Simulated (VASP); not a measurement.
# Hf (Im-3m) in VASP: notebook

The runs below take Hf through relaxation of cell and atoms, single point, with BLYP, PBEsol, r2SCAN.

Program: VASP 6.6.1. These are calculated values, not measurements. Logs are shortened: lines on timing, memory, paths and dates and some standing lists are left out, and cuts for length are marked.

### 1 The cell of the first run

The structure is cubic, space group Im-3m (No. 229). Conventional cell: a = 3.610 Å, b = 3.610 Å, c = 3.610 Å, α = 90.00°, β = 90.00°, γ = 90.00°. Hf (site symmetry m-3m) has 14 Hf at 3.13 to 3.61 Å within 4.1 Å.

### 2 Relaxation of cell and atoms, BLYP

File INCAR:

```
AGGAC    = 1.0          
AGGAX    = 1.0          
ALDAC    = 0.0          
ALDAX    = 1.0          
ALGO     = Fast           # electronic algorithm
EDIFF    = 1E-6           # SCF threshold, eV
EDIFFG   = -0.01          # ionic threshold
ENCUT    = 600            # plane-wave cutoff, eV
GGA      = B5             # functional
IBRION   = 2              # ionic algorithm
ISIF     = 3              # what is computed and relaxed
ISMEAR   = -1             # smearing method
LASPH    = True           # aspherical terms in the spheres
LCHARG   = False          # write CHGCAR
LREAL    = False          # projectors in reciprocal space
LWAVE    = False          # write WAVECAR
NELM     = 100            # most SCF steps
NSW      = 60             # ionic steps
PREC     = Accurate       # precision mode
SIGMA    = 0.05           # smearing width, eV
```

File KPOINTS:

```
k-points
0
Gamma
  10 10 10
```

File POSCAR:

```
Hf
1.0
   -1.8050000000      1.8050000000      1.8050000000
    1.8050000000     -1.8050000000      1.8050000000
    1.8050000000      1.8050000000     -1.8050000000
Hf
1
Direct
    0.0000000000      0.0000000000      0.0000000000
```

Potentials or basis: VASP PAW PBE potentials, release 64 (Hf_pv).

Started as:

```sh
cat potpaw_PBE.64/Hf_pv/POTCAR > POTCAR
mpirun -np 1 vasp_std > vasp.out
```

OUTCAR:

```text
EDIFF = 1E-6
   EDIFFG = -0.01
   ENCUT = 600
   GGA = B5
   IBRION = 2
   ISIF = 3
   ISMEAR = -1
   LASPH = True
   LREAL = False
   NELM = 100
   NSW = 60
   PREC = Accurate

 ion  position               nearest neighbor table
   1  0.000  0.000  0.000-

  LATTYP: Found a body centered cubic cell.
 ALAT       =     3.6100000000

  Lattice vectors:

 A1 = (  -1.8050000000,   1.8050000000,   1.8050000000)
 A2 = (   1.8050000000,  -1.8050000000,   1.8050000000)
 A3 = (   1.8050000000,   1.8050000000,  -1.8050000000)

Analysis of symmetry for initial positions (statically):
=====================================================================
 Subroutine PRICEL returns:
 Original cell was already a primitive cell.

 Routine SETGRP: Setting up the symmetry group for a
 body centered cubic supercell.

 Subroutine GETGRP returns: Found 48 space group operations
[... 9 lines left out ...]

 Routine SETGRP: Setting up the symmetry group for a
 body centered cubic supercell.

 Subroutine GETGRP returns: Found 48 space group operations
[... 11 lines left out ...]
                                     Primitive cell

  volume of cell :      23.5229

  direct lattice vectors                    reciprocal lattice vectors
    -1.805000000  1.805000000  1.805000000     0.000000000  0.277008310  0.277008310
     1.805000000 -1.805000000  1.805000000     0.277008310  0.000000000  0.277008310
     1.805000000  1.805000000 -1.805000000     0.277008310  0.277008310  0.000000000

  length of vectors
     3.126351708  3.126351708  3.126351708     0.391748909  0.391748909  0.391748909

  position of ions in fractional coordinates (direct lattice)
     0.000000000  0.000000000  0.000000000

  ion indices of the primitive-cell ions
   primitive index   ion index
                 1           1

----------------------------------------------------------------------------------------

 KPOINTS: k-points

Automatic generation of k-mesh.
 Grid dimensions read from file:
 generate k-points for:   10   10   10

 Generating k-lattice:

  Cartesian coordinates                     Fractional coordinates (reciprocal lattice)
     0.000000000  0.027700831  0.027700831     0.100000000  0.000000000  0.000000000
     0.027700831  0.000000000  0.027700831     0.000000000  0.100000000  0.000000000
     0.027700831  0.027700831  0.000000000     0.000000000  0.000000000  0.100000000

  Length of vectors
     0.039174891  0.039174891  0.039174891

  Shift w.r.t. Gamma in fractional coordinates (k-lattice)
     0.000000000  0.000000000  0.000000000

 Subroutine IBZKPT returns following result:
 ===========================================

 Found     47 irreducible k-points:

 Following reciprocal coordinates:
            Coordinates               Weight
  0.000000  0.000000  0.000000      1.000000
  0.100000  0.000000  0.000000     12.000000
  0.200000  0.000000  0.000000     12.000000
  0.300000  0.000000  0.000000     12.000000
  0.400000  0.000000  0.000000     12.000000
  0.500000  0.000000  0.000000      6.000000
[... 16 lines left out ...]
  0.300000  0.300000  0.100000      8.000000
 -0.300000  0.300000  0.100000     24.000000
 [... further k-points ...]
   k-points           NKPTS =     47   k-points in BZ     NKDIM =     47   number of bands    NBANDS=      9
   number of dos      NEDOS =    301   number of ions     NIONS =      1
   total plane-waves  NPLWV =  21952
   dimension x,y,z NGX =    28 NGY =   28 NGZ =   28
   dimension x,y,z NGXF=    56 NGYF=   56 NGZF=   56
   ions per type =               1
   NGX,Y,Z   is equivalent  to a cutoff of  14.89, 14.89, 14.89 a.u.
   NGXF,Y,Z  is equivalent  to a cutoff of  29.78, 29.78, 29.78 a.u.
 SYSTEM =  unknown system
   PREC   = accura    normal or accurate (medium, high low for compatibility)
   ISTART =      0    job   : 0-new  1-cont  2-samecut
   ICHARG =      2    charge: 1-file 2-atom 10-const
   ISPIN  =      1    spin polarized calculation?
   LNONCOLLINEAR =      F non collinear calculations
   LSORBIT =      F    spin-orbit coupling
   LASPH  =      T    aspherical Exc in radial PAW
   ENCUT  =  600.0 eV  44.10 Ry    6.64 a.u.   6.24  6.24  6.24*2*pi/ulx,y,z
   NELM   =    100;   NELMIN=  2; NELMDL= -5     # of ELM steps
   EDIFF  = 0.1E-05   stopping-criterion for ELM
   LREAL  =      F    real-space projection
   EDIFFG = -.1E-01   stopping-criterion for IOM
   NSW    =     60    number of steps for IOM
   IBRION =      2    ionic relax: 0-MD 1-quasi-New 2-CG
   NFREE  =      1    steps in history (QN), initial steepest desc. (CG)
   ISIF   =      3    stress and relaxation
   ISYM   =      2    0-nonsym 1-usesym 2-fastsym
   POTIM  = 0.5000    time-step for ionic-motion
   TEBEG  =    0.0;   TEEND  =   0.0 temperature during run
   PSTRESS=    0.0 pullay stress
   NELECT =      10.0000    total number of electrons
   NUPDOWN=      -1.0000    fix difference up-down
   EMIN   =  10.00;   EMAX   =-10.00  energy-range for DOS
   EFERMI =   0.00;   METHOD = LEGACY
   ISMEAR =    -1;   SIGMA  =   0.05  broadening in eV -4-tet -1-fermi 0-gaus
   EFERMI_NEDOS =   21; number of points for ismear=-14 and -15
   IALGO  =     68    algorithm
   IMIX   =      4    mixing-type and parameters
     AMIX     =   0.40;   BMIX     =  1.00
     AMIX_MAG =   1.60;   BMIX_MAG =  1.00
  volume/ion in A,a.u.               =      23.52       158.74
  Fermi-wavevector in a.u.,A,eV,Ry     =   1.230961  2.326179 20.616432  1.515265
  Thomas-Fermi vector in A             =   2.365789
   LORBIT       =      0    0 simple, 1 ext, 2 COOP (PROOUT), +10 PAW based schemes
   GGA     = B5    functional components
   LHFCALC =     F    Hartree Fock is set to
   AEXX    =    0.0000 exact exchange contribution
   IVDW    =     0    specifies the selected vdW correction
   LEPSILON=     F    determine dielectric tensor
   LRPA    =     F    only Hartree local field effects (RPA)
 conjugate gradient relaxation of ions
 non-spin polarized calculation
 RMM-DIIS sequential band-by-band and
  energy-cutoff  :      600.00
  volume of cell :       23.52
 maximum number of plane-waves:       802
 NGX is ok and might be reduce to    28
   NGX = 13   NGY = 13   NGZ = 13

--------------------------------------- Ionic step        1  -------------------------------------------

 number of electron      10.0000000 magnetization

 number of electron       9.9999999 magnetization

 Free energy of the ion-electron system (eV)
  ---------------------------------------------------
  ext. energy  EPLUGINS =         0.00000000
  ---------------------------------------------------
  free energy    TOTEN  =        -8.45035285 eV

  energy without entropy =       -8.43565292  energy(sigma->0) =       -8.44300289

------------------------ aborting loop because EDIFF is reached ----------------------------------------

  FORCE on cell =-STRESS in cart. coord.  units (eV):
  Direction    XX          YY          ZZ          XY          YZ          ZX
  --------------------------------------------------------------------------------------
  -------------------------------------------------------------------------------------
  Total       -0.3735632     -0.3735632     -0.3735632      0.0000000      0.0000000      0.0000000
  in kB      -25.4438666    -25.4438666    -25.4438666      0.0000000      0.0000000      0.0000000
  external PRESSURE =     -25.4438666 kB  Pullay stress =       0.0000000 kB

 VOLUME and BASIS-vectors are now :
 -----------------------------------------------------------------------------
  energy-cutoff  :      600.00
  volume of cell :       23.52
      direct lattice vectors                 reciprocal lattice vectors
    -1.805000000  1.805000000  1.805000000     0.000000000  0.277008310  0.277008310
     1.805000000 -1.805000000  1.805000000     0.277008310  0.000000000  0.277008310
     1.805000000  1.805000000 -1.805000000     0.277008310  0.277008310  0.000000000
[... 36 lines left out ...]
 POSITION                                       TOTAL-FORCE (eV/Angst)
 -----------------------------------------------------------------------------------
      1.77247      1.77247      1.77247        -0.000000      0.000000     -0.000000
 -----------------------------------------------------------------------------------
    total drift:                                0.000000     -0.000000      0.000000

  FREE ENERGIE OF THE ION-ELECTRON SYSTEM (eV)
  ---------------------------------------------------
  free  energy   TOTEN  =        -8.4502707400 eV

  energy  without entropy=       -8.4365328025  energy(sigma->0) =       -8.44340177

--------------------------------------- Ionic step        3  -------------------------------------------

 number of electron       9.9999999 magnetization

 Free energy of the ion-electron system (eV)
  ---------------------------------------------------
  ext. energy  EPLUGINS =         0.00000000
  ---------------------------------------------------
  free energy    TOTEN  =        -8.45546525 eV

  energy without entropy =       -8.44135257  energy(sigma->0) =       -8.44840891

 E-fermi :   4.9663     XC(G=0): -10.6031

 val. band max:        4.9106057561   @ k =  -0.4000   0.4000   0.1000
 cond. band min:       4.9752246177   @ k =   0.3000   0.0000   0.0000
 fundamental gap:      0.0646188616
 Fermi energy:         4.9662787619

 k-point     1 :       0.0000    0.0000    0.0000
  band No.  band energies     occupation
      1     -24.8876      2.00000
      2     -24.8876      2.00000
      3     -24.8876      2.00000
      4      -1.8820      2.00000
      5       6.3396      0.00000
      6       6.3396      0.00000
      7       6.3396      0.00000
      8       9.0380      0.00000
      9       9.0380      0.00000

 k-point     2 :       0.1000    0.0000    0.0000
  band No.  band energies     occupation
      1     -24.9659      2.00000
      2     -24.9123      2.00000
      3     -24.8879      2.00000
      4      -1.5239      2.00000
      5       6.1031      0.00000
      6       6.2372      0.00000
      7       6.6916      0.00000
      8       8.7036      0.00000
      9       9.0403      0.00000
[... 253 lines left out ...]
 k-point    24 :      -0.3000    0.3000    0.1000
  band No.  band energies     occupation
      1     -25.3922      2.00000
      2     -25.0813      2.00000
      3     -24.9479      2.00000
      4       0.9966      2.00000
      5       5.1674      0.03521
      6       5.3005      0.00250
      7       7.7877      0.00000
      8       9.1765      0.00000
      9       9.7841      0.00000

 [... further k-points ...]
[... 5 lines left out ...]
  --------------------------------------------------------------------------------------
  -------------------------------------------------------------------------------------
  Total       -0.0011942     -0.0011942     -0.0011942      0.0000000     -0.0000000      0.0000000
  in kB       -0.0836028     -0.0836028     -0.0836028      0.0000000     -0.0000000      0.0000000
  external PRESSURE =      -0.0836028 kB  Pullay stress =       0.0000000 kB

 VOLUME and BASIS-vectors are now :
 -----------------------------------------------------------------------------
  energy-cutoff  :      600.00
  volume of cell :       22.89
      direct lattice vectors                 reciprocal lattice vectors
    -1.788566644  1.788566644  1.788566644     0.000000000  0.279553464  0.279553464
     1.788566644 -1.788566644  1.788566644     0.279553464  0.000000000  0.279553464
     1.788566644  1.788566644 -1.788566644     0.279553464  0.279553464  0.000000000

 POSITION                                       TOTAL-FORCE (eV/Angst)
 -----------------------------------------------------------------------------------
      0.00000      0.00000      0.00000        -0.000000      0.000000      0.000000
 -----------------------------------------------------------------------------------
    total drift:                                0.000000     -0.000000     -0.000000

  FREE ENERGIE OF THE ION-ELECTRON SYSTEM (eV)
  ---------------------------------------------------
  free  energy   TOTEN  =        -8.4554652476 eV

  energy  without entropy=       -8.4413525735  energy(sigma->0) =       -8.44840891

 reached required accuracy - stopping structural energy minimisation
```

Run time: 54 s. Hardware: 1 thread of Intel Xeon 6975P-C, shared host; peak memory 0.17 GiB.

Results:

```
Free energy                            : -8.4555 eV
Relaxed volume                         : 22.89 Å³/atom
Relaxed cell                           : a = 3.098 Å, b = 3.098 Å, c = 3.098 Å, α = 109.47°, β = 109.47°, γ = 109.47°
Space group after relaxing (to 0.05 Å) : Im-3m (No. 229)
Energy gained by relaxing              : 5.1 meV/atom
Ionic steps                            : 3
Pressure after relaxing                : 0.0 GPa
Band gap on the k mesh                 : zero (band 5 reaches 6.34 eV, above the bottom of band 6 at 4.22 eV)
```

The path:
```
step  energy change (eV)  largest force (eV/Å)  pressure (GPa)  volume (Å³)
   1              0.0000                0.0000           -2.54        23.52
   2              0.0001                0.0000            2.87        22.27
   3             -0.0051                0.0000           -0.01        22.89
```

Final structure:
```
CELL_PARAMETERS angstrom
-1.78857 1.78857 1.78857
1.78857 -1.78857 1.78857
1.78857 1.78857 -1.78857
ATOMIC_POSITIONS crystal
Hf 0.00000 0.00000 0.00000
```

Levels at points of the mesh, in eV from the Fermi level:
| k point | band 1 | band 2 | band 3 | band 4 | band 5 | band 6 | band 7 | band 8 | band 9 |
| --- | --- | --- | --- | --- | --- | --- | --- | --- | --- |
| (0.00, 0.00, 0.00) | -29.85 | -29.85 | -29.85 | -6.85 | 1.37 | 1.37 | 1.37 | 4.07 | 4.07 |
| (0.50, 0.00, 0.00) | -30.62 | -30.11 | -29.86 | -3.29 | -0.55 | 1.18 | 3.88 | 4.83 | 7.20 |
| (0.50, 0.50, 0.50) | -30.40 | -30.40 | -30.40 | -2.50 | -2.50 | 6.41 | 6.41 | 6.41 | 7.21 |

Caveat: the PAW data sets were made with another functional, which shifts forces and pressure a little; spin-orbit coupling is left out, which moves the levels of the heavy elements.

(Part 1 of 2 ends here.)
